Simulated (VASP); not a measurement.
# Te (P3_121) in VASP: notebook

Runs on Te. Level: PBE. Tasks: single point, relaxation of the atoms.

Program: VASP 6.6.1. These are calculated values, not measurements. Logs are shortened: lines on timing, memory, paths and dates and some standing lists are left out, and cuts for length are marked.

### Step 1. The cell of the first run

Symmetry: P3_121, No. 152, trigonal system. The conventional cell has a = 4.458 Å, b = 4.458 Å, c = 5.925 Å, α = 90.00°, β = 90.00°, γ = 120.00°. Within 3.8 Å of Te (site symmetry 2) lie 6 Te at 2.90 to 3.45 Å.

### Step 2. Single point, PBE

Input file INCAR:

```
  PREC = Accurate
  ENCUT = 520
  EDIFF = 1E-6
  ISMEAR = -1
  SIGMA = 0.05
  LREAL = F
  LASPH = T
  NELM = 80
  ALGO = Normal
  ISIF = 2
  LWAVE = F
  LCHARG = F
  GGA = PE
  NBANDS = 16
```

Input file KPOINTS:

```
Automatic mesh
0
Gamma
  8 8 5
```

Input file POSCAR:

```
Te
1.0
    4.4579994587      0.0000000000      0.0000000000
   -2.2289997294      3.8607407813      0.0000000000
    0.0000000000      0.0000000000      5.9250000000
Te
3
Direct
    0.7253500893      0.0000000000      0.3333333333
    0.0000000000      0.7253500893      0.6666666667
    0.2746499107      0.2746499107      0.0000000000
```

Potentials or basis: VASP PAW PBE potentials, release 64 (Te).

Launch:

```console
cat potpaw_PBE.64/Te/POTCAR > POTCAR
mpirun -np 1 vasp_std > vasp.out
```

OUTCAR:

```text
PREC = Accurate
   ENCUT = 520
   EDIFF = 1E-6
   ISMEAR = -1
   LREAL = F
   LASPH = T
   NELM = 80
   ISIF = 2
   GGA = PE

 ion  position               nearest neighbor table
   1  0.725  0.000  0.333-   3 2.90   2 2.90   3 3.45   3 3.45   2 3.45   2 3.45
   2  0.000  0.725  0.667-   3 2.90   1 2.90   3 3.45   3 3.45   1 3.45   1 3.45
   3  0.275  0.275  0.000-   1 2.90   2 2.90   2 3.45   1 3.45   1 3.45   2 3.45

  LATTYP: Found a hexagonal cell.
 ALAT       =     4.4579994587
 C/A-ratio  =     1.3290714938

  Lattice vectors:

 A1 = (   4.4579994587,   0.0000000000,   0.0000000000)
 A2 = (  -2.2289997294,   3.8607407813,   0.0000000000)
 A3 = (   0.0000000000,   0.0000000000,   5.9250000000)

Analysis of symmetry for initial positions (statically):
=====================================================================
 Subroutine PRICEL returns:
 Original cell was already a primitive cell.

 Routine SETGRP: Setting up the symmetry group for a
 hexagonal supercell.

 Subroutine GETGRP returns: Found  6 space group operations
 (whereof  2 operations were pure point group operations)
 out of a pool of 24 trial point group operations.

The static configuration has the point symmetry C_2 .
 The point group associated with its full space group is D_3 .

Analysis of symmetry for dynamics (positions and initial velocities):
=====================================================================
 Subroutine PRICEL returns:
 Original cell was already a primitive cell.

 Routine SETGRP: Setting up the symmetry group for a
 hexagonal supercell.

 Subroutine GETGRP returns: Found  6 space group operations
 (whereof  2 operations were pure point group operations)
 out of a pool of 24 trial point group operations.

The dynamic configuration has the point symmetry C_2 .
 The point group associated with its full space group is D_3 .

 Subroutine INISYM returns: Found  6 space group operations
 (whereof  2 operations are pure point group operations),
 and found     1 'primitive' translations

----------------------------------------------------------------------------------------

                                     Primitive cell

  volume of cell :     101.9762

  direct lattice vectors                    reciprocal lattice vectors
     4.457999459  0.000000000  0.000000000     0.224315864  0.129508824  0.000000000
    -2.228999729  3.860740781  0.000000000     0.000000000  0.259017649  0.000000000
     0.000000000  0.000000000  5.925000000     0.000000000  0.000000000  0.168776371

  length of vectors
     4.457999459  4.457999459  5.925000000     0.259017649  0.259017649  0.168776371

  position of ions in fractional coordinates (direct lattice)
     0.725350089  0.000000000  0.333333333
     0.000000000  0.725350089  0.666666667
     0.274649911  0.274649911  0.000000000

  ion indices of the primitive-cell ions
   primitive index   ion index
                 1           1
                 2           2
                 3           3

----------------------------------------------------------------------------------------

 KPOINTS: Automatic mesh

Automatic generation of k-mesh.
 Grid dimensions read from file:
 generate k-points for:    8    8    5

 Generating k-lattice:

  Cartesian coordinates                     Fractional coordinates (reciprocal lattice)
     0.028039483  0.016188603  0.000000000     0.125000000  0.000000000  0.000000000
     0.000000000  0.032377206  0.000000000     0.000000000  0.125000000  0.000000000
     0.000000000  0.000000000  0.033755274     0.000000000  0.000000000  0.200000000

  Length of vectors
     0.032377206  0.032377206  0.033755274

  Shift w.r.t. Gamma in fractional coordinates (k-lattice)
     0.000000000  0.000000000  0.000000000

 Subroutine IBZKPT returns following result:
 ===========================================

 Found     40 irreducible k-points:

 Following reciprocal coordinates:
            Coordinates               Weight
  0.000000  0.000000  0.000000      1.000000
  0.125000 -0.000000  0.000000      6.000000
  0.250000 -0.000000  0.000000      6.000000
  0.375000  0.000000  0.000000      6.000000
  0.500000 -0.000000  0.000000      3.000000
  0.125000  0.125000  0.000000      6.000000
[... 16 lines left out ...]
 -0.125000  0.500000  0.200000     12.000000
  0.250000  0.250000  0.200000     12.000000
 [... further k-points ...]
   k-points           NKPTS =     40   k-points in BZ     NKDIM =     40   number of bands    NBANDS=     16
   number of dos      NEDOS =    301   number of ions     NIONS =      3
   total plane-waves  NPLWV =  62208
   dimension x,y,z NGX =    36 NGY =   36 NGZ =   48
   dimension x,y,z NGXF=    72 NGYF=   72 NGZF=   96
   ions per type =               3
   NGX,Y,Z   is equivalent  to a cutoff of  13.42, 13.42, 13.47 a.u.
   NGXF,Y,Z  is equivalent  to a cutoff of  26.85, 26.85, 26.94 a.u.
 SYSTEM =  unknown system
   PREC   = accura    normal or accurate (medium, high low for compatibility)
   ISTART =      0    job   : 0-new  1-cont  2-samecut
   ICHARG =      2    charge: 1-file 2-atom 10-const
   ISPIN  =      1    spin polarized calculation?
   LNONCOLLINEAR =      F non collinear calculations
   LSORBIT =      F    spin-orbit coupling
   LASPH  =      T    aspherical Exc in radial PAW
   ENCUT  =  520.0 eV  38.22 Ry    6.18 a.u.   8.29  8.29 11.02*2*pi/ulx,y,z
   NELM   =     80;   NELMIN=  2; NELMDL= -5     # of ELM steps
   EDIFF  = 0.1E-05   stopping-criterion for ELM
   LREAL  =      F    real-space projection
   EDIFFG = 0.1E-04   stopping-criterion for IOM
   NSW    =      0    number of steps for IOM
   IBRION =     -1    ionic relax: 0-MD 1-quasi-New 2-CG
   NFREE  =      0    steps in history (QN), initial steepest desc. (CG)
   ISIF   =      2    stress and relaxation
   ISYM   =      2    0-nonsym 1-usesym 2-fastsym
   POTIM  = 0.5000    time-step for ionic-motion
   TEBEG  =    0.0;   TEEND  =   0.0 temperature during run
   PSTRESS=    0.0 pullay stress
   NELECT =      18.0000    total number of electrons
   NUPDOWN=      -1.0000    fix difference up-down
   EMIN   =  10.00;   EMAX   =-10.00  energy-range for DOS
   EFERMI =   0.00;   METHOD = LEGACY
   ISMEAR =    -1;   SIGMA  =   0.05  broadening in eV -4-tet -1-fermi 0-gaus
   EFERMI_NEDOS =   21; number of points for ismear=-14 and -15
   IALGO  =     38    algorithm
   IMIX   =      4    mixing-type and parameters
     AMIX     =   0.40;   BMIX     =  1.00
     AMIX_MAG =   1.60;   BMIX_MAG =  1.00
  volume/ion in A,a.u.               =      33.99       229.39
  Fermi-wavevector in a.u.,A,eV,Ry     =   0.918331  1.735394 11.474231  0.843332
  Thomas-Fermi vector in A             =   2.043401
   LORBIT       =      0    0 simple, 1 ext, 2 COOP (PROOUT), +10 PAW based schemes
   GGA     = PE    functional components
   LHFCALC =     F    Hartree Fock is set to
   AEXX    =    0.0000 exact exchange contribution
   IVDW    =     0    specifies the selected vdW correction
   LEPSILON=     F    determine dielectric tensor
   LRPA    =     F    only Hartree local field effects (RPA)
 non-spin polarized calculation
  energy-cutoff  :      520.00
  volume of cell :      101.98
 maximum number of plane-waves:      2770
 NGX is ok and might be reduce to    36
   NGX = 17   NGY = 17   NGZ = 23

 number of electron      17.9999998 magnetization

 Free energy of the ion-electron system (eV)
  ---------------------------------------------------
  ext. energy  EPLUGINS =         0.00000000
  ---------------------------------------------------
  free energy    TOTEN  =        -9.42589536 eV

  energy without entropy =       -9.42573089  energy(sigma->0) =       -9.42581312

 E-fermi :   6.0689     XC(G=0):  -9.0724

 val. band max:        5.7481574745   @ k =   0.3750   0.2500   0.4000
 cond. band min:       6.3025113349   @ k =   0.0000   0.0000   0.4000
 fundamental gap:      0.5543538604
 Fermi energy:         6.0689185573

 k-point     1 :       0.0000    0.0000    0.0000
  band No.  band energies     occupation
      1      -7.6163      2.00000
      2      -4.3598      2.00000
      3      -4.3598      2.00000
      4       2.9212      2.00000
      5       3.2432      2.00000
      6       3.2432      2.00000
[... 8 lines left out ...]
     15      11.9783      0.00000
     16      12.1600      0.00000

 k-point     2 :       0.1250   -0.0000    0.0000
  band No.  band energies     occupation
      1      -7.5083      2.00000
      2      -4.3935      2.00000
      3      -4.3335      2.00000
      4       2.1715      2.00000
      5       2.7223      2.00000
      6       2.9731      2.00000
[... 8 lines left out ...]
     15      12.0034      0.00000
     16      12.3065      0.00000

 k-point     3 :       0.2500   -0.0000    0.0000
  band No.  band energies     occupation
      1      -7.2019      2.00000
      2      -4.5580      2.00000
      3      -4.2624      2.00000
      4       1.3644      2.00000
      5       2.0827      2.00000
      6       2.5386      2.00000
[... 8 lines left out ...]
     15      12.3497      0.00000
     16      13.1361      0.00000

 k-point     4 :       0.3750    0.0000    0.0000
  band No.  band energies     occupation
      1      -6.7746      2.00000
      2      -4.9057      2.00000
      3      -4.1816      2.00000
      4       1.1209      2.00000
      5       1.6530      2.00000
      6       2.2444      2.00000
[... 8 lines left out ...]
     15      13.3849      0.00000
     16      14.2375      0.00000
[... 324 lines left out ...]
 k-point    22 :       0.3750    0.1250    0.2000
  band No.  band energies     occupation
      1      -6.4196      2.00000
      2      -5.2935      2.00000
      3      -4.1164      2.00000
      4       0.7635      2.00000
      5       1.4249      2.00000
      6       2.3696      2.00000
[... 8 lines left out ...]
     15      13.3591      0.00000
     16      14.5603      0.00000

 k-point    23 :      -0.1250    0.5000    0.2000
  band No.  band energies     occupation
      1      -6.4452      2.00000
      2      -5.1579      2.00000
      3      -4.2805      2.00000
      4       1.1419      2.00000
      5       1.3700      2.00000
      6       2.4678      2.00000
[... 8 lines left out ...]
     15      13.2323      0.00000
     16      13.8036      0.00000

 k-point    24 :       0.2500    0.2500    0.2000
  band No.  band energies     occupation
      1      -6.4524      2.00000
      2      -5.1684      2.00000
      3      -4.2374      2.00000
      4       0.8925      2.00000
      5       1.6023      2.00000
      6       2.3847      2.00000
[... 8 lines left out ...]
     15      13.4972      0.00000
     16      13.8101      0.00000

 [... further k-points ...]
[... 5 lines left out ...]
  --------------------------------------------------------------------------------------
  -------------------------------------------------------------------------------------
  Total        0.4214494      0.4214494      0.6217300     -0.0000000      0.0000000      0.0000000
  in kB        6.6215096      6.6215096      9.7681744     -0.0000000      0.0000000      0.0000000
  external PRESSURE =       7.6703979 kB  Pullay stress =       0.0000000 kB

 VOLUME and BASIS-vectors are now :
 -----------------------------------------------------------------------------
  energy-cutoff  :      520.00
  volume of cell :      101.98
      direct lattice vectors                 reciprocal lattice vectors
     4.457999459  0.000000000  0.000000000     0.224315864  0.129508824  0.000000000
    -2.228999729  3.860740781  0.000000000     0.000000000  0.259017649  0.000000000
     0.000000000  0.000000000  5.925000000     0.000000000  0.000000000  0.168776371

 POSITION                                       TOTAL-FORCE (eV/Angst)
 -----------------------------------------------------------------------------------
      3.23361      0.00000      1.97500        -0.007627     -0.000000      0.000000
     -1.61681      2.80039      3.95000         0.003813     -0.006605     -0.000000
      0.61219      1.06035      0.00000         0.003813      0.006605     -0.000000
 -----------------------------------------------------------------------------------
    total drift:                               -0.000000      0.000000      0.000000

  FREE ENERGIE OF THE ION-ELECTRON SYSTEM (eV)
  ---------------------------------------------------
  free  energy   TOTEN  =        -9.4258953587 eV

  energy  without entropy=       -9.4257308867  energy(sigma->0) =       -9.42581312
```

Wall time 2.2 min (1 thread of Oxide Virtual Turin-like, shared host); peak memory 0.22 GiB.

What came out:

| Item | Value |
| --- | --- |
| Free energy | -9.4259 eV |
| Pressure | 0.8 GPa |
| Largest force | 0.008 eV/Å |
| Band gap on the k mesh | 0.55 eV, indirect (least direct gap 0.77 eV) |

Forces in eV/Å, atoms in the order of the input:
```
Te  -0.008  0.000  0.000
Te   0.004 -0.007  0.000
Te   0.004  0.007  0.000
```

Levels at points of the mesh, in eV from the valence-band top:
| k point | band 6 | band 7 | band 8 | band 9 | band 10 | band 11 | band 12 | band 13 |
| --- | --- | --- | --- | --- | --- | --- | --- | --- |
| (0.00, 0.00, 0.00) | -2.50 | -1.51 | -1.51 | -0.76 | 1.18 | 1.18 | 1.74 | 5.19 |
| (0.50, 0.00, 0.00) | -3.44 | -3.36 | -0.74 | -0.58 | 0.95 | 0.97 | 3.05 | 3.86 |

Caveat: spin-orbit coupling is left out, which moves the levels of the heavy elements. PBE gaps usually lie below the measured ones, often by a third to a half.

### Step 3. Relaxation of the atoms, PBE

Input file INCAR:

```
SYSTEM = Te
ALGO = Normal
EDIFF = 1E-6
EDIFFG = -0.02
ENCUT = 520
GGA = PE
IBRION = 2
ISIF = 2
ISMEAR = -1
LASPH = .True.
LCHARG = .False.
LREAL = .False.
LWAVE = .False.
NELM = 80
NSW = 80
PREC = Accurate
SIGMA = 0.05
```

Input file KPOINTS:

```
k-points
0
Gamma
  8 8 5
  0 0 0
```

Input file POSCAR:

```
Te
1.0
    4.4579994587      0.0000000000      0.0000000000
   -2.2289997294      3.8607407813      0.0000000000
    0.0000000000      0.0000000000      5.9250000000
Te
3
Direct
    0.7450000000      0.0000000000      0.3333333333
    0.0000000000      0.7450000000      0.6666666667
    0.2550000000      0.2550000000      0.0000000000
```

Potentials or basis: VASP PAW PBE potentials, release 64 (Te).

Launch:

```console
cat potpaw_PBE.64/Te/POTCAR > POTCAR
mpirun -np 1 vasp_std > vasp.out
```

It took 4.4 min on 1 thread of Oxide Virtual Turin-like, shared host; peak memory 0.22 GiB.

It converged, with:

| Item | Value |
| --- | --- |
| Free energy | -9.4258 eV |
| Energy gained by relaxing | 25.5 meV/atom |
| Ionic steps | 4 |
| Pressure after relaxing | 0.7 GPa |
| Largest force after relaxing | 0.018 eV/Å |
| Band gap on the k mesh | 0.53 eV, indirect (least direct gap 0.74 eV) |

Forces on the atoms (eV/Å):
```
Te   0.018  0.000  0.000
Te  -0.009  0.016  0.000
Te  -0.009 -0.016  0.000
```

Stress tensor (GPa, compression positive):
```
0.56 0.00 0.00
0.00 0.56 0.00
0.00 0.00 0.85
```

Step by step:
| step | energy change (eV) | largest force (eV/Å) | pressure (GPa) |
| --- | --- | --- | --- |
| 1 | 0.0000 | 0.6375 | 3.18 |
| 2 | -0.0462 | 0.3740 | 2.22 |
| 3 | -0.0743 | 0.0819 | 0.38 |
| 4 | -0.0764 | 0.0181 | 0.66 |

Final structure:
```xyz
3
Lattice="4.4580 0.0000 0.0000 -2.2290 3.8607 0.0000 0.0000 0.0000 5.9250" Properties=species:S:1:pos:R:3 pbc="T T T"
Te    3.2286    0.0000    1.9750
Te   -1.6143    2.7960    3.9500
Te    0.6147    1.0647    0.0000
```

Levels at points of the mesh, in eV from the valence-band top:
```csv
k point,band 6,band 7,band 8,band 9,band 10,band 11,band 12,band 13
"(0.00, 0.00, 0.00)",-2.50,-1.52,-1.52,-0.79,1.17,1.17,1.72,5.19
"(0.50, 0.00, 0.00)",-3.45,-3.37,-0.73,-0.57,0.93,0.95,3.03,3.85
```

Caveat: spin-orbit coupling is left out, which moves the levels of the heavy elements.
